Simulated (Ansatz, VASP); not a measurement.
Mo: VASP beside Ansatz

INCAR

```
PREC     = Accurate       # precision mode
ENCUT    = 520            # plane-wave cutoff, eV
EDIFF    = 1E-7           # SCF threshold, eV
ISMEAR   = -1             # smearing method
SIGMA    = 0.08           # smearing width, eV
LREAL    = False          # projectors in reciprocal space
LASPH    = True           # aspherical terms in the spheres
NELM     = 60             # most SCF steps
ALGO     = Normal         # electronic algorithm
ISIF     = 2              # what is computed and relaxed
LWAVE    = False          # write WAVECAR
LCHARG   = False          # write CHGCAR
GGA      = PE             # functional
NBANDS   = 13             # bands
```

KPOINTS

```
Automatic mesh
0
Gamma
  17 17 17
```

Contents of POSCAR:

```
Mo
1.0
    0.0604500000      2.0452250000      2.0452250000
    2.0452250000      0.0604500000      2.0452250000
    2.0452250000      2.0452250000      0.0604500000
Mo
1
Direct
    0.0000000000      0.0000000000      0.0000000000
```

Input for Ansatz:

```yaml
crystal:
  lattice:
    - [0.06045, 2.045225, 2.045225]
    - [2.045225, 0.06045, 2.045225]
    - [2.045225, 2.045225, 0.06045]
  atoms:
    - { symbol: Mo, position: [0.0, 0.0, 0.0] }
kpoints:
  mp_grid: { grid: [17, 17, 17] }
scf:
  occupations: { method: fermi_dirac, width: 0.08 }
hamiltonian:
  xc: pbe
  pseudopotentials: { kind: all_electron, lapw: { basis_error: 0.0005 } }
output:
  forces: true
  stress: true
  eigenvalues: true
```

Change from the starting cell: equal xy, yz and zx shear strains of +3 %.

Alike in both runs: task single point; functional PBE; k mesh 17 × 17 × 17; occupations fermi-dirac, width 0.08 eV; no spin polarisation.

|  | VASP | Ansatz |
| --- | --- | --- |
| version | VASP 6.6.1 | Ansatz 0.2.0 |
| potentials or method | VASP PAW PBE potentials, release 64 (Mo_sv), cutoff 520 eV | all-electron LAPW, scalar-relativistic |

VASP gave:

```
pressure (GPa)                                                : -3.6
traceless stress, the component that is largest in VASP (GPa) : 0.08
```

Q: What did Ansatz give for the same quantities?

A: Pressure (GPa): -4.0; traceless stress, the component that is largest in VASP (GPa): 0.12.

Ansatz ran all-electron here, and VASP with PAW potentials.
